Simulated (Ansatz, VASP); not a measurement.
# Ru: VASP beside Ansatz

INCAR

```
  ALGO = Normal
  DIPOL = 0.5 0.5 0.501
  EDIFF = 1E-7
  ENCUT = 520
  GGA = PE
  IDIPOL = 3
  ISIF = 2
  ISMEAR = 0
  LASPH = True
  LCHARG = False
  LDIPOL = True
  LREAL = False
  LWAVE = False
  NBANDS = 58
  NELM = 80
  PREC = Accurate
  SIGMA = 0.1
```

The input KPOINTS:

```
k-points
0
Gamma
  21 21 1
```

POSCAR

```
Ru
1.0
    2.7057993300      0.0000000000      0.0000000000
   -1.3528996700      2.3432909600      0.0000000000
    0.0000000000      0.0000000000     29.8456997849
Ru
7
Direct
    0.6666666675      0.3333333338      0.2847981472
    0.3333333338      0.6666666663      0.3565320912
    0.6666666675      0.3333333338      0.4282660456
    0.3333333338      0.6666666663      0.5008932287
    0.6666666675      0.3333333338      0.5736890467
    0.3333333338      0.6666666663      0.6456667400
    0.6666666675      0.3333333338      0.7151703410
```

Input for Ansatz:

```yaml
crystal:
  lattice:
    - [2.70579933, 0.0, 0.0]
    - [-1.35289967, 2.34329096, 0.0]
    - [0.0, 0.0, 29.8456997849]
  atoms:
    - { symbol: Ru, position: [0.6666666675, 0.3333333338, 0.2847981472] }
    - { symbol: Ru, position: [0.3333333338, 0.6666666663, 0.3565320912] }
    - { symbol: Ru, position: [0.6666666675, 0.3333333338, 0.4282660456] }
    - { symbol: Ru, position: [0.3333333338, 0.6666666663, 0.5008932287] }
    - { symbol: Ru, position: [0.6666666675, 0.3333333338, 0.5736890467] }
    - { symbol: Ru, position: [0.3333333338, 0.6666666663, 0.64566674] }
    - { symbol: Ru, position: [0.6666666675, 0.3333333338, 0.715170341] }
basis:
  ecutwfc: 420.0
  fft_grid_basis: typed
kpoints:
  mp_grid: { grid: [21, 21, 1] }
hamiltonian:
  xc: pbe
scf:
  occupations: { method: gaussian, width: 0.1 }
output:
  forces: true
  eigenvalues: true
  band_densities:
    - { e_range: [-2.0, -1.0] }
    - { e_range: [-1.0, -0.5] }
    - { e_range: [-0.5, -0.25] }
    - { e_range: [-0.25, 0.0] }
    - { e_range: [0.0, 0.25] }
    - { e_range: [0.25, 0.5] }
    - { e_range: [0.5, 1.0] }
    - { e_range: [1.0, 1.5] }
  band_residual_tolerance: 1.0e-05
  write_potential: true
  elf: true
  write_density: true
  volumetric_format: npy
efield:
  axis: 3
  dipole_correction: true
  ramp_width: 0.04
checkpoint:
  read: start.run
  write: ck
  compress: false
  write_wavefunctions: false
  write_every: 100000
```

Alike in both runs: task single point; functional PBE; k mesh 21 × 21 × 1; occupations gaussian, width 0.1 eV; no spin polarisation.

```csv
,VASP,Ansatz
version,VASP 6.6.1,Ansatz 0.2.0
potentials or method,"VASP PAW PBE potentials, release 64 (Ru_pv), cutoff 520 eV","scalar-relativistic, plane waves, PAW"
valence electrons in the cell,98,112
```

VASP gave:

| Property | Result |
| --- | --- |
| gap on the k mesh at the Fermi level (eV) | none |
| rms of the force components (eV/Å) | 0.194 |

Question: What did Ansatz give for the same quantities?

Answer: gap on the k mesh at the Fermi level (eV): none; rms of the force components (eV/Å): 0.195.

Atom by atom the forces differ by 0.003 eV/Å (rms over components). A gap of «none» marks a metal or a gap that the smearing closes. With one functional, cell and mesh, what is left measures potentials, basis and numerics. VASP's potentials hold 98 valence electrons a cell and Ansatz's 112, so a difference there can come from the potentials and not from the codes. Ansatz's warnings: published levels not confirmed, xc potential rough in thin density.
